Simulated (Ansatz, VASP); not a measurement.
# BeS in VASP and in Ansatz

Contents of INCAR:

```
SYSTEM = BeS
PREC = Accurate
ENCUT = 520
EDIFF = 1E-6
ISMEAR = 0
SIGMA = 0.05
LREAL = .FALSE.
LASPH = .TRUE.
NELM = 80
ALGO = Normal
ISIF = 2
LWAVE = .FALSE.
LCHARG = .FALSE.
GGA = PS
NBANDS = 11
```

Contents of KPOINTS:

```
regular mesh
0
G
  10 10 10
  0 0 0
```

POSCAR

```
BeS
1.0
    0.0000000000      2.5246035641      2.3678517765
    2.3678517765      0.0000000000      2.3678517765
    2.3678517765      2.5246035641      0.0000000000
Be S
1 1
Direct
    0.0000000000      0.0000000000      0.0000000000
    0.7500000000      0.7500000000      0.7500000000
```

Input for Ansatz:

```yaml
crystal:
  lattice:
    - [0.0, 2.5246035641, 2.3678517765]
    - [2.3678517765, 0.0, 2.3678517765]
    - [2.3678517765, 2.5246035641, 0.0]
  atoms:
    - { symbol: Be, position: [0.0, 0.0, 0.0] }
    - { symbol: S, position: [0.75, 0.75, 0.75] }
basis:
  ecutwfc: 520.0
kpoints:
  mp_grid: { grid: [10, 10, 10] }
hamiltonian:
  xc: pbesol
scf:
  occupations: { method: gaussian, width: 0.05 }
output:
  forces: true
  stress: true
  eigenvalues: true
```

Alike in both runs: task single point; functional PBEsol; k mesh 10 × 10 × 10; occupations gaussian, width 0.05 eV; no spin polarisation.

|  | VASP | Ansatz |
| --- | --- | --- |
| version | VASP 6.6.1 | Ansatz 0.2.0 |
| potentials or method | VASP PAW PBE potentials, release 64 (Be, S), cutoff 520 eV | scalar-relativistic, plane waves, PAW |
| valence electrons in the cell | 8 | 8 |

|  | VASP | Ansatz | Ansatz less VASP |
| --- | --- | --- | --- |
| gap on the k mesh at the Fermi level (eV) | 2.62 | 2.62 | -0.004 |
| least direct gap on the mesh (eV) | 5.47 | 5.45 | -0.020 |
| pressure (GPa) | 0.1 | 0.0 | -0.16 |
| traceless stress, the component that is largest in VASP (GPa) | -4.51 | -4.53 | -0.022 |

VASP's potentials were made for PBE, not for PBEsol. The functional is the same, so the differences come from potentials, cutoffs and numerics.
